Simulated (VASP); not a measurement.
Set up this calculation in VASP 6.6.1, as the native input.

* Task: relaxation of volume and atoms at fixed shape
* Functional: PBE
* Potentials or basis: VASP PAW PBE potentials, release 64 (Mo_sv)
* Cutoff: 600 eV
* k mesh: 11 × 11 × 11
* Occupations: methfessel-paxton, width 0.02 eV
* Spin: no spin polarisation
* Dipole correction: no
* Further INCAR settings: ALGO = Normal; EDIFF = 1e-06; IBRION = 2; EDIFFG = -0.02; NSW = 50; ISIF = 8

The structure of Mo lies in POSCAR:

```
Mo
1.0
   -1.5734150000      1.5734150000      1.5734150000
    1.5734150000     -1.5734150000      1.5734150000
    1.5734150000      1.5734150000     -1.5734150000
Mo
1
Direct
    0.0000000000      0.0000000000      0.0000000000
```

These files were run (other wordings do the same):

INCAR

```
ALGO = Normal ; EDIFF = 1E-6
EDIFFG = -0.02 ; ENCUT = 600
GGA = PE ; IBRION = 2
ISIF = 8 ; ISMEAR = 1
LASPH = True ; LCHARG = False
LREAL = False ; LWAVE = False
NELM = 60 ; NSW = 50
PREC = Accurate ; SIGMA = 0.02
```

KPOINTS

```
k-points
0
Gamma
  11 11 11
```

Potentials or basis: VASP PAW PBE potentials, release 64 (Mo_sv).

Run with:

```bash
$ cat potpaw_PBE.64/Mo_sv/POTCAR > POTCAR
$ mpirun -np 1 vasp_std > vasp.out
```

Results of the run:

| Property | Result |
| --- | --- |
| Relaxed volume | 15.83 Å³/atom |
| Relaxed cell | a = 2.740 Å, b = 2.740 Å, c = 2.740 Å, α = 109.47°, β = 109.47°, γ = 109.47° |
| Space group after relaxing (to 0.1 Å) | Im-3m (No. 229) |
| Energy gained by relaxing | 3.2 meV/atom |
| Ionic steps | 3 |
| Pressure after relaxing | 0.0 GPa |
| Band gap on the k mesh | zero (bands 7 and 8 overlap by 4.75 eV) |

Wall time 18 s on 1 thread of Intel(R) Xeon(R) Platinum 8259CL CPU @ 2.50GHz (Skylake/Cascade Lake), with other jobs on the host, peak memory 0.15 GiB.
